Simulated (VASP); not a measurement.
# Bi (Fm-3m) in VASP: single point with PBE

Aim: the single point of Bi with PBE.

Everything below comes from runs of VASP 6.6.1. Logs are shortened: lines on timing, memory, paths and dates and some standing lists are left out, and cuts for length are marked.

## Step 1: The cell of the first run

The structure is cubic, space group Fm-3m (No. 225). The conventional cell has a = 5.032 Å, b = 5.032 Å, c = 5.032 Å, α = 90.00°, β = 90.00°, γ = 90.00°. Bi (site symmetry m-3m) has 12 Bi at 3.56 Å within 4.7 Å.

## Step 2: Single point, PBE

Contents of INCAR:

```
PREC = Accurate
ENCUT = 520
EDIFF = 1E-7
ISMEAR = -1
SIGMA = 0.13605693000000002
LREAL = F
LASPH = T
NELM = 100
ALGO = Normal
ISIF = 2
LWAVE = F
LCHARG = F
GGA = PE
NBANDS = 14
```

Contents of KPOINTS:

```
regular mesh
0
Gamma
  11 11 11
```

Contents of POSCAR:

```
Bi
1.0
    0.0000000000      2.5158723475      2.5158723475
    2.5158723475      0.0000000000      2.5158723475
    2.5158723475      2.5158723475      0.0000000000
Bi
1
Direct
    0.0000000000      0.0000000000      0.0000000000
```

Potentials or basis: VASP PAW PBE potentials, release 64 (Bi_d).

The run is started by

```console
cat potpaw_PBE.64/Bi_d/POTCAR > POTCAR
mpirun -np 1 vasp_std > vasp.out
```

OUTCAR:

```text
PREC = Accurate
   ENCUT = 520
   EDIFF = 1E-7
   ISMEAR = -1
   LREAL = F
   LASPH = T
   NELM = 100
   ISIF = 2
   GGA = PE

 ion  position               nearest neighbor table
   1  0.000  0.000  0.000-

  LATTYP: Found a face centered cubic cell.
 ALAT       =     5.0317446950

  Lattice vectors:

 A1 = (   0.0000000000,   2.5158723475,   2.5158723475)
 A2 = (   2.5158723475,   0.0000000000,   2.5158723475)
 A3 = (   2.5158723475,   2.5158723475,   0.0000000000)

Analysis of symmetry for initial positions (statically):
=====================================================================
 Subroutine PRICEL returns:
 Original cell was already a primitive cell.

 Routine SETGRP: Setting up the symmetry group for a
 face centered cubic supercell.

 Subroutine GETGRP returns: Found 48 space group operations
 (whereof 48 operations were pure point group operations)
 out of a pool of 48 trial point group operations.

The static configuration has the point symmetry O_h .

Analysis of symmetry for dynamics (positions and initial velocities):
=====================================================================
 Subroutine PRICEL returns:
 Original cell was already a primitive cell.

 Routine SETGRP: Setting up the symmetry group for a
 face centered cubic supercell.

 Subroutine GETGRP returns: Found 48 space group operations
 (whereof 48 operations were pure point group operations)
 out of a pool of 48 trial point group operations.

The dynamic configuration has the point symmetry O_h .

 Subroutine INISYM returns: Found 48 space group operations
 (whereof 48 operations are pure point group operations),
 and found     1 'primitive' translations

----------------------------------------------------------------------------------------

                                     Primitive cell

  volume of cell :      31.8490

  direct lattice vectors                    reciprocal lattice vectors
     0.000000000  2.515872348  2.515872348    -0.198738223  0.198738223  0.198738223
     2.515872348  0.000000000  2.515872348     0.198738223 -0.198738223  0.198738223
     2.515872348  2.515872348  0.000000000     0.198738223  0.198738223 -0.198738223

  length of vectors
     3.557980795  3.557980795  3.557980795     0.344224700  0.344224700  0.344224700

  position of ions in fractional coordinates (direct lattice)
     0.000000000  0.000000000  0.000000000

  ion indices of the primitive-cell ions
   primitive index   ion index
                 1           1

----------------------------------------------------------------------------------------

 KPOINTS: regular mesh

Automatic generation of k-mesh.
 Grid dimensions read from file:
 generate k-points for:   11   11   11

 Generating k-lattice:

  Cartesian coordinates                     Fractional coordinates (reciprocal lattice)
    -0.018067111  0.018067111  0.018067111     0.090909091  0.000000000  0.000000000
     0.018067111 -0.018067111  0.018067111     0.000000000  0.090909091  0.000000000
     0.018067111  0.018067111 -0.018067111     0.000000000  0.000000000  0.090909091

  Length of vectors
     0.031293155  0.031293155  0.031293155

  Shift w.r.t. Gamma in fractional coordinates (k-lattice)
     0.000000000  0.000000000  0.000000000

 Subroutine IBZKPT returns following result:
 ===========================================

 Found     56 irreducible k-points:

 Following reciprocal coordinates:
            Coordinates               Weight
  0.000000  0.000000  0.000000      1.000000
  0.090909  0.000000  0.000000      8.000000
  0.181818  0.000000  0.000000      8.000000
  0.272727  0.000000  0.000000      8.000000
  0.363636  0.000000  0.000000      8.000000
  0.454545  0.000000  0.000000      8.000000
[... 16 lines left out ...]
 -0.272727  0.181818  0.000000     24.000000
 -0.181818  0.181818  0.000000     12.000000
 [... further k-points ...]
   k-points           NKPTS =     56   k-points in BZ     NKDIM =     56   number of bands    NBANDS=     14
   number of dos      NEDOS =    301   number of ions     NIONS =      1
   total plane-waves  NPLWV =  21952
   dimension x,y,z NGX =    28 NGY =   28 NGZ =   28
   dimension x,y,z NGXF=    56 NGYF=   56 NGZF=   56
   ions per type =               1
   NGX,Y,Z   is equivalent  to a cutoff of  13.08, 13.08, 13.08 a.u.
   NGXF,Y,Z  is equivalent  to a cutoff of  26.17, 26.17, 26.17 a.u.
 SYSTEM =  unknown system
   PREC   = accura    normal or accurate (medium, high low for compatibility)
   ISTART =      0    job   : 0-new  1-cont  2-samecut
   ICHARG =      2    charge: 1-file 2-atom 10-const
   ISPIN  =      1    spin polarized calculation?
   LNONCOLLINEAR =      F non collinear calculations
   LSORBIT =      F    spin-orbit coupling
   LASPH  =      T    aspherical Exc in radial PAW
   ENCUT  =  520.0 eV  38.22 Ry    6.18 a.u.   6.62  6.62  6.62*2*pi/ulx,y,z
   NELM   =    100;   NELMIN=  2; NELMDL= -5     # of ELM steps
   EDIFF  = 0.1E-06   stopping-criterion for ELM
   LREAL  =      F    real-space projection
   EDIFFG = 0.1E-05   stopping-criterion for IOM
   NSW    =      0    number of steps for IOM
   IBRION =     -1    ionic relax: 0-MD 1-quasi-New 2-CG
   NFREE  =      0    steps in history (QN), initial steepest desc. (CG)
   ISIF   =      2    stress and relaxation
   ISYM   =      2    0-nonsym 1-usesym 2-fastsym
   POTIM  = 0.5000    time-step for ionic-motion
   TEBEG  =    0.0;   TEEND  =   0.0 temperature during run
   PSTRESS=    0.0 pullay stress
   NELECT =      15.0000    total number of electrons
   NUPDOWN=      -1.0000    fix difference up-down
   EMIN   =  10.00;   EMAX   =-10.00  energy-range for DOS
   EFERMI =   0.00;   METHOD = LEGACY
   ISMEAR =    -1;   SIGMA  =   0.14  broadening in eV -4-tet -1-fermi 0-gaus
   EFERMI_NEDOS =   21; number of points for ismear=-14 and -15
   IALGO  =     38    algorithm
   IMIX   =      4    mixing-type and parameters
     AMIX     =   0.40;   BMIX     =  1.00
     AMIX_MAG =   1.60;   BMIX_MAG =  1.00
  volume/ion in A,a.u.               =      31.85       214.93
  Fermi-wavevector in a.u.,A,eV,Ry     =   1.273718  2.406978 22.073518  1.622358
  Thomas-Fermi vector in A             =   2.406526
   LORBIT       =      0    0 simple, 1 ext, 2 COOP (PROOUT), +10 PAW based schemes
   GGA     = PE    functional components
   LHFCALC =     F    Hartree Fock is set to
   AEXX    =    0.0000 exact exchange contribution
   IVDW    =     0    specifies the selected vdW correction
   LEPSILON=     F    determine dielectric tensor
   LRPA    =     F    only Hartree local field effects (RPA)
 non-spin polarized calculation
  energy-cutoff  :      520.00
  volume of cell :       31.85
 maximum number of plane-waves:       881
   NGX = 13   NGY = 13   NGZ = 13

 number of electron      15.0000000 magnetization

 Free energy of the ion-electron system (eV)
  ---------------------------------------------------
  ext. energy  EPLUGINS =         0.00000000
  ---------------------------------------------------
  free energy    TOTEN  =        -3.72180344 eV

  energy without entropy =       -3.67010111  energy(sigma->0) =       -3.69595227

 E-fermi :   7.7309     XC(G=0): -10.1852

 val. band max:        7.7120913284   @ k =  -0.2727   0.1818   0.0000
 cond. band min:       7.7353526456   @ k =  -0.3636   0.4545   0.0909
 fundamental gap:      0.0232613172
 Fermi energy:         7.7308613415

 k-point     1 :       0.0000    0.0000    0.0000
  band No.  band energies     occupation
      1     -15.3674      2.00000
      2     -15.3674      2.00000
      3     -15.3674      2.00000
      4     -15.3031      2.00000
      5     -15.3031      2.00000
      6      -5.7317      2.00000
      7      12.5078      0.00000
      8      12.5078      0.00000
      9      12.5078      0.00000
     10      16.2963      0.00000
     11      16.7945      0.00000
     12      18.4012      0.00000
     13      18.4012      0.00000
     14      18.4012      0.00000

 k-point     2 :       0.0909    0.0000    0.0000
  band No.  band energies     occupation
      1     -15.3664      2.00000
      2     -15.3617      2.00000
      3     -15.3617      2.00000
      4     -15.3030      2.00000
      5     -15.3030      2.00000
      6      -5.5934      2.00000
      7      10.9875      0.00000
      8      12.3473      0.00000
      9      12.3473      0.00000
     10      16.0944      0.00000
     11      17.3510      0.00000
     12      18.6861      0.00000
     13      18.6861      0.00000
     14      19.9478      0.00000

 k-point     3 :       0.1818    0.0000    0.0000
  band No.  band energies     occupation
      1     -15.3640      2.00000
      2     -15.3518      2.00000
      3     -15.3518      2.00000
      4     -15.2971      2.00000
      5     -15.2971      2.00000
      6      -5.1856      2.00000
      7       8.4647      0.00905
      8      11.9656      0.00000
      9      11.9656      0.00000
     10      15.4402      0.00000
     11      18.9172      0.00000
     12      18.9522      0.00000
     13      18.9522      0.00000
     14      19.0601      0.00000

 k-point     4 :       0.2727    0.0000    0.0000
  band No.  band energies     occupation
      1     -15.3615      2.00000
      2     -15.3508      2.00000
      3     -15.3508      2.00000
      4     -15.2771      2.00000
      5     -15.2771      2.00000
      6      -4.5389      2.00000
      7       6.0435      1.99999
      8      11.5388      0.00000
      9      11.5388      0.00000
     10      15.0670      0.00000
     11      17.8070      0.00000
     12      18.2769      0.00000
     13      18.2769      0.00000
     14      20.8528      0.00000

 k-point     5 :       0.3636    0.0000    0.0000
  band No.  band energies     occupation
      1     -15.3599      2.00000
      2     -15.3560      2.00000
      3     -15.3560      2.00000
      4     -15.2524      2.00000
      5     -15.2524      2.00000
      6      -3.7494      2.00000
      7       4.0222      2.00000
      8      11.1941      0.00000
      9      11.1941      0.00000
     10      14.9242      0.00000
     11      16.9121      0.00000
[... 276 lines left out ...]
 k-point    22 :      -0.3636    0.1818    0.0000
  band No.  band energies     occupation
      1     -15.3661      2.00000
      2     -15.3341      2.00000
      3     -15.3264      2.00000
      4     -15.2563      2.00000
      5     -15.2558      2.00000
      6      -2.9063      2.00000
      7       3.5927      2.00000
      8       7.6198      1.38699
      9      10.5214      0.00000
     10      14.4777      0.00000
     11      17.8011      0.00000
     12      18.7790      0.00000
     13      21.9013      0.00000
     14      22.0360      0.00000

 k-point    23 :      -0.2727    0.1818    0.0000
  band No.  band energies     occupation
      1     -15.3566      2.00000
      2     -15.3446      2.00000
      3     -15.3229      2.00000
      4     -15.2865      2.00000
      5     -15.2548      2.00000
      6      -3.6019      2.00000
      7       4.9787      2.00000
      8       7.7121      1.06887
      9      11.2262      0.00000
     10      15.1995      0.00000
     11      17.6676      0.00000
     12      18.6515      0.00000
     13      19.9657      0.00000
     14      20.4009      0.00000

 k-point    24 :      -0.1818    0.1818    0.0000
  band No.  band energies     occupation
      1     -15.3567      2.00000
      2     -15.3484      2.00000
      3     -15.3210      2.00000
      4     -15.3132      2.00000
      5     -15.2631      2.00000
      6      -4.3239      2.00000
      7       6.5512      1.99966
      8       8.4823      0.00796
      9      11.9229      0.00000
     10      16.2097      0.00000
     11      17.3516      0.00000
     12      18.5333      0.00000
     13      18.6022      0.00000
     14      19.3311      0.00000

 [... further k-points ...]

------------------------ aborting loop because EDIFF is reached ----------------------------------------

  FORCE on cell =-STRESS in cart. coord.  units (eV):
  Direction    XX          YY          ZZ          XY          YZ          ZX
  --------------------------------------------------------------------------------------
  -------------------------------------------------------------------------------------
  Total       -0.0044948     -0.0044948     -0.0044948     -0.0000000      0.0000000      0.0000000
  in kB       -0.2261142     -0.2261142     -0.2261142     -0.0000000      0.0000000      0.0000000
  external PRESSURE =      -0.2261142 kB  Pullay stress =       0.0000000 kB

 VOLUME and BASIS-vectors are now :
 -----------------------------------------------------------------------------
  energy-cutoff  :      520.00
  volume of cell :       31.85
      direct lattice vectors                 reciprocal lattice vectors
     0.000000000  2.515872348  2.515872348    -0.198738223  0.198738223  0.198738223
     2.515872348  0.000000000  2.515872348     0.198738223 -0.198738223  0.198738223
     2.515872348  2.515872348  0.000000000     0.198738223  0.198738223 -0.198738223

 POSITION                                       TOTAL-FORCE (eV/Angst)
 -----------------------------------------------------------------------------------
      0.00000      0.00000      0.00000         0.000000     -0.000000     -0.000000
 -----------------------------------------------------------------------------------
    total drift:                               -0.000000     -0.000000     -0.000000

  FREE ENERGIE OF THE ION-ELECTRON SYSTEM (eV)
  ---------------------------------------------------
  free  energy   TOTEN  =        -3.7218034390 eV

  energy  without entropy=       -3.6701011088  energy(sigma->0) =       -3.69595227
```

Run time: 13 s. Hardware: 1 thread of Intel Xeon Platinum 8488C (Sapphire Rapids), shared host; peak memory 0.16 GiB.

What came out:

| Quantity | Value |
| --- | --- |
| Free energy | -3.7218 eV |
| Pressure | 0.0 GPa |

Caveat: spin-orbit coupling is left out, which moves the levels of the heavy elements.
